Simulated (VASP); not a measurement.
Si: single point with LDA

The system is Si.

```
Si
1.0
    -1.65132    1.65132    1.28072
     1.65132   -1.65132    1.28072
     1.65132    1.65132   -1.28072
Si
1
Direct
  0.00000 0.00000 0.00000
```

This cell differs from its parent crystal: strain +0.015 along x and y, -0.030 along z.

| Quantity | Value |
| --- | --- |
| Program | VASP 6.6.1 |
| Task | single point |
| Functional | LDA |
| Potentials or basis | VASP PAW LDA potentials, release 64 (Si) |
| Cutoff | 520 eV |
| k mesh | 22 × 22 × 22 |
| Occupations | gaussian, width 0.15 eV |
| Spin | no spin polarisation |
| Dipole correction | no |
| Further INCAR settings | ALGO = Normal; EDIFF = 1e-06; NBANDS = 8 |

```
Pressure               : 0.2 GPa
Band gap on the k mesh : zero (band 2 reaches 19.73 eV, above the bottom of band 3 at 7.12 eV)
```

Stress tensor (GPa, compression positive):
```
-0.41  0.00  0.00
 0.00 -0.41  0.00
 0.00  0.00  1.56
```

Levels at points of the mesh, in eV from the Fermi level:
| k point | band 1 | band 2 | band 3 | band 4 | band 5 |
| --- | --- | --- | --- | --- | --- |
| (0.00, 0.00, 0.00) | -14.73 | 8.99 | 9.42 | 9.42 | 12.23 |
| (0.50, 0.00, 0.00) | -6.34 | -5.80 | 4.68 | 6.14 | 6.21 |
| (0.50, 0.50, 0.00) | -8.86 | -7.48 | 9.91 | 11.91 | 11.93 |
| (0.50, 0.50, 0.50) | -2.75 | -2.75 | -2.21 | 1.03 | 5.38 |

It took 52 s on 1 thread of AMD EPYC 7R43 64-Core Processor (Zen 3) (shared host), peak memory 0.14 GiB.

Caveat: the cell differs from its parent crystal (strain +0.015 along x and y, -0.030 along z).
